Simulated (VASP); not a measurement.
Wanted: the native input for a VASP 6.6.1 run.

```
Task                   : single point
Functional             : PBE
Potentials or basis    : VASP PAW PBE potentials, release 64 (Ti_sv)
Cutoff                 : 500 eV
k mesh                 : 4 × 4 × 4
Occupations            : fermi-dirac, width 0.1 eV
Spin                   : no spin polarisation
Dipole correction      : no
Further INCAR settings : ALGO = Normal; EDIFF = 1e-06; NBANDS = 12
```

The structure of Ti lies in POSCAR:

```
Ti
1.0
   -2.0565655567      0.0000000000      2.0565655567
    0.0000000000      2.0565655567      2.0565655567
   -2.0565655567      2.0565655567      0.0000000000
Ti
1
Direct
    0.0000000000      0.0000000000      0.0000000000
```

The input as run:

INCAR

```
SYSTEM = Ti
PREC = Accurate
ENCUT = 500
EDIFF = 1E-6
ISMEAR = -1
SIGMA = 0.1
LREAL = .False.
LASPH = .True.
NELM = 120
ALGO = Normal
ISIF = 2
LWAVE = .False.
LCHARG = .False.
GGA = PE
NBANDS = 12
GGA_COMPAT = .False.
```

KPOINTS

```
Automatic mesh
0
Gamma
  4 4 4
  0 0 0
```

Potentials or basis: VASP PAW PBE potentials, release 64 (Ti_sv).

The run is started by

```bash
$ cat potpaw_PBE.64/Ti_sv/POTCAR > POTCAR
$ mpirun -np 1 vasp_std > vasp.out
```

Results of the run:

```yaml
Pressure: -0.3 GPa
Band_gap_on_the_k_mesh: zero (band 6 reaches 9.14 eV, above the bottom of band 7 at 7.87 eV)
```

Caveat: the k points lie up to 0.66 Å⁻¹ apart.

Wall time 6.3 s on 1 thread of AMD EPYC 7R13, on a shared host, peak memory 0.1 GiB.
